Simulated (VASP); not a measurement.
## As: single point with PBE

Slab: As, a slab with vacuum.

```
CELL_PARAMETERS angstrom
3.44278 0.00000 0.00000
-1.72139 2.98154 0.00000
0.00000 0.00000 28.00000
ATOMIC_POSITIONS crystal
As 0.33333 0.66667 0.52338
As 0.66667 0.33333 0.47663
```

```yaml
Program: VASP 6.6.1
Task: single point
Functional: PBE
Potentials_or_basis: VASP PAW PBE potentials, release 64 (As)
Cutoff: 400 eV
k_mesh: 6 × 6 × 1
Occupations: gaussian, width 0.1 eV
Spin: no spin polarisation
```

```yaml
Largest_force: 2.048 eV/Å
Band_gap_on_the_k_mesh: 1.70 eV, indirect (least direct gap 2.31 eV)
```

Forces in eV/Å, atoms in the order of the input:
```
As   0.000  0.000  2.048
As   0.000  0.000 -2.048
```

Levels at points of the mesh, in eV from the valence-band top:
```
           k point  band 1  band 2  band 3  band 4  band 5  band 6  band 7  band 8  band 9  band 10
(0.00, 0.00, 0.00)  -14.56   -7.11   -0.58    0.00    0.00    2.62    3.92    3.92    4.88     5.25
(0.50, 0.00, 0.00)  -11.67   -9.52   -3.58   -2.22   -1.63    1.98    3.44    5.23    6.40     8.76
```

It took 39 s on 1 thread of Intel(R) Xeon(R) 6975P-C (Granite Rapids) (shared host), peak memory 0.3 GiB.
